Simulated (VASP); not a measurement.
## CdSe: relaxation of cell and atoms with LDA

The system is CdSe.

```
Cd Se
1.0
     4.38401    0.00000    0.00000
    -2.19200    3.79666    0.00000
     0.00000    0.00000    7.15561
Cd Se
2 2
Direct
  0.33333 0.66667 0.99972
  0.66667 0.33333 0.49972
  0.33333 0.66667 0.37528
  0.66667 0.33333 0.87528
```

| Property | Result |
| --- | --- |
| Program | VASP 6.6.1 |
| Task | relaxation of cell and atoms |
| Functional | LDA |
| Potentials or basis | VASP PAW LDA potentials, release 64 (Cd, Se) |
| Cutoff | 600 eV |
| k mesh | 6 × 6 × 4 |
| Occupations | fermi-dirac, width 0.02 eV |
| Spin | no spin polarisation |
| Dipole correction | no |
| Further INCAR settings | ALGO = Normal; EDIFF = 1e-06; IBRION = 2; EDIFFG = -0.005; NSW = 80; ISIF = 3 |

- Relaxed volume: 27.32 Å³/atom
- Relaxed cell: a = 4.260 Å, b = 4.260 Å, c = 6.954 Å, α = 90.00°, β = 90.00°, γ = 120.00°
- Space group after relaxing (to 0.1 Å): P6_3mc (No. 186)
- Energy gained by relaxing: 33.6 meV/atom
- Ionic steps: 3
- Pressure after relaxing: 0.0 GPa
- Largest force after relaxing: 0.003 eV/Å
- Band gap on the k mesh: 0.48 eV

Forces on the atoms (eV/Å):
```
Cd   0.000  0.000  0.003
Cd   0.000  0.000  0.003
Se   0.000  0.000 -0.003
Se   0.000  0.000 -0.003
```

The path:
```tsv
step	energy change (eV)	largest force (eV/Å)	pressure (GPa)	volume (Å³)
1	0.0000	0.0080	-4.05	119.10
2	-0.1217	0.0081	1.54	106.60
3	-0.1344	0.0034	0.01	109.29
```

Final structure:
```
Cd Se
1.0
     4.26006    0.00000    0.00000
    -2.13003    3.68932    0.00000
     0.00000    0.00000    6.95385
Cd Se
2 2
Direct
  0.33333 0.66667 0.99968
  0.66667 0.33333 0.49968
  0.33333 0.66667 0.37532
  0.66667 0.33333 0.87532
```

Levels at points of the mesh, in eV from the valence-band top:
| k point | band 15 | band 16 | band 17 | band 18 | band 19 | band 20 | band 21 | band 22 |
| --- | --- | --- | --- | --- | --- | --- | --- | --- |
| (0.00, 0.00, 0.00) | -0.82 | -0.06 | 0.00 | 0.00 | 0.48 | 2.04 | 5.71 | 5.71 |
| (0.50, 0.00, 0.00) | -2.86 | -1.99 | -1.46 | -0.82 | 3.10 | 3.14 | 4.59 | 6.08 |
| (0.00, 0.00, 0.50) | -0.43 | -0.43 | -0.43 | -0.43 | 2.23 | 2.23 | 5.72 | 5.72 |
| (0.50, 0.00, 0.50) | -1.47 | -1.47 | -1.45 | -1.45 | 2.75 | 2.75 | 4.71 | 4.71 |

Run time: 70 s on 1 thread of Intel(R) Xeon(R) 6975P-C (Granite Rapids) (shared host), peak memory 0.25 GiB.
